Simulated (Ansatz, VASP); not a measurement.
## One calculation of Tl, two programs

The input INCAR:

```
SYSTEM = Tl
  PREC = Accurate
  ENCUT = 520
  EDIFF = 1E-6
  ISMEAR = -1
  SIGMA = 0.6
  LREAL = .FALSE.
  LASPH = .TRUE.
  NELM = 80
  ALGO = Normal
  ISIF = 2
  LWAVE = .FALSE.
  LCHARG = .TRUE.
  GGA = PE
  LELF = .TRUE.
  LVHAR = .TRUE.
  NBANDS = 20
```

The input KPOINTS:

```
regular mesh
0
G
  10 10 6
  0 0 0
```

The input POSCAR:

```
Tl
1.0
    3.5902820628      0.0000000000      0.0000000000
   -1.7951410314      3.1092754731      0.0000000000
    0.0000000000      0.0000000000      5.6419406004
Tl
2
Direct
    0.3333333333      0.6666666667      0.2500000000
    0.6666666667      0.3333333333      0.7500000000
```

Input for Ansatz:

```yaml
crystal:
  lattice:
    - [3.5902820628, 0.0, 0.0]
    - [-1.7951410314, 3.1092754731, 0.0]
    - [0.0, 0.0, 5.6419406004]
  atoms:
    - { symbol: Tl, position: [0.3333333333, 0.6666666667, 0.25] }
    - { symbol: Tl, position: [0.6666666667, 0.3333333333, 0.75] }
hamiltonian:
  xc: pbe
  pseudopotentials:
    kind: paw
    azcp:
      Tl: "pseudopotentials/Tl.paw.azcp"
basis:
  ecutwfc: 420
  fft_grid_basis: typed
kpoints:
  mp_grid: { grid: [10, 10, 6], shift: [0, 0, 0] }
magnetization:
  spin_polarized: false
scf:
  occupations: { method: fermi_dirac, width: 0.6 }
  lower_state_search: "off"
output:
  stress: true
  write_density: true
  write_potential: true
  elf: true
  volumetric_format: npy
```

Alike in both runs: task single point; functional PBE; k mesh 10 × 10 × 6; occupations fermi-dirac, width 0.6 eV; no spin polarisation.

|  | VASP | Ansatz |
| --- | --- | --- |
| version | VASP 6.6.1 | Ansatz 0.2.0 |
| potentials or method | VASP PAW PBE potentials, release 64 (Tl_d), cutoff 520 eV | plane waves (420 eV) with PAW, scalar-relativistic |
| valence electrons in the cell | 26 | 26 |

```csv
,VASP,Ansatz,Ansatz less VASP
pressure (GPa),1.4,1.5,+0.06
"traceless stress, the component that is largest in VASP (GPa)",0.39,0.39,+0.001
```

Neither program's run includes spin-orbit coupling.
